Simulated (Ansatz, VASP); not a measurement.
One calculation of Ca2AgF, two programs

File INCAR:

```
PREC = Accurate
ENCUT = 520
EDIFF = 1E-6
ISMEAR = 0
SIGMA = 0.1
LREAL = False
LASPH = True
NELM = 60
ALGO = Normal
ISIF = 2
LWAVE = False
LCHARG = False
GGA = PE
NBANDS = 27
```

The input KPOINTS:

```
Automatic mesh
0
Gamma
  6 6 4
```

The input POSCAR:

```
Ca2AgF
1.0
    3.8249860100      0.0000000000      0.0000000000
   -1.9124930000      3.3125350500      0.0000000000
    0.0000000000      0.0000000000      6.0852273100
Ca Ag F
2 1 1
Direct
    0.3333333300      0.6666666700      0.3657821900
    0.6666666700      0.3333333300      0.6342178100
    0.0000000000      0.0000000000      0.0000000000
    0.0000000000      0.0000000000      0.5000000000
```

Input for Ansatz:

```yaml
crystal:
  lattice:
    - [3.82498601, 0.0, 0.0]
    - [-1.912493, 3.31253505, 0.0]
    - [0.0, 0.0, 6.08522731]
  atoms:
    - { symbol: Ca, position: [0.33333333, 0.66666667, 0.36578219] }
    - { symbol: Ca, position: [0.66666667, 0.33333333, 0.63421781] }
    - { symbol: Ag, position: [0.0, 0.0, 0.0] }
    - { symbol: F, position: [0.0, 0.0, 0.5] }
basis:
  ecutwfc: 420
kpoints:
  mp_grid: { grid: [6, 6, 4] }
hamiltonian:
  xc: pbe
scf:
  occupations: { method: gaussian, width: 0.1 }
  lower_state_search: "off"
output:
  forces: true
  stress: true
  eigenvalues: true
```

Alike in both runs: task single point; functional PBE; k mesh 6 × 6 × 4; occupations gaussian, width 0.1 eV; no spin polarisation.

```csv
,VASP,Ansatz
version,VASP 6.6.1,Ansatz 0.2.0
potentials or method,"VASP PAW PBE potentials, release 64 (Ca_sv, Ag, F), cutoff 520 eV","scalar-relativistic, plane waves, PAW"
valence electrons in the cell,38,46
```

```tsv
	VASP	Ansatz	Ansatz less VASP
gap on the k mesh at the Fermi level (eV)	none	none	-
pressure (GPa)	11.3	11.0	-0.29
traceless stress, the component that is largest in VASP (GPa)	1.80	1.97	+0.168
rms of the force components (eV/Å)	1.591	1.571	-0.0199
```

Atom by atom the forces differ by 0.020 eV/Å (rms over components). A gap of «none» marks a metal or a gap that the smearing closes. VASP's potentials hold 38 valence electrons a cell and Ansatz's 46, so a difference there can come from the potentials and not from the codes.
